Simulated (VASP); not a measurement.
Input of a VASP 6.6.1 run:

Contents of INCAR:

```
SYSTEM = K
PREC = Accurate ; ENCUT = 520
EDIFF = 1E-6 ; ISMEAR = 0
SIGMA = 0.05 ; LREAL = .FALSE.
LASPH = .TRUE. ; NELM = 60
ALGO = Normal ; ISIF = 2
LWAVE = .FALSE. ; LCHARG = .FALSE.
GGA = PE ; NBANDS = 10
```

The input KPOINTS:

```
regular mesh
0
G
  12 12 12
  0 0 0
```

File POSCAR:

```
K
1.0
   -2.6150000000      2.6150000000      2.6150000000
    2.6150000000     -2.6150000000      2.6150000000
    2.6150000000      2.6150000000     -2.6150000000
K
1
Direct
    0.0000000000      0.0000000000      0.0000000000
```

Potentials or basis: VASP PAW PBE potentials, release 64 (K_sv).

The run is started by

```console
$ cat potpaw_PBE.64/K_sv/POTCAR > POTCAR
$ mpirun -np 1 vasp_std > vasp.out
```

(1) Predict the pressure.

## Answers

(1) 0.1 GPa.
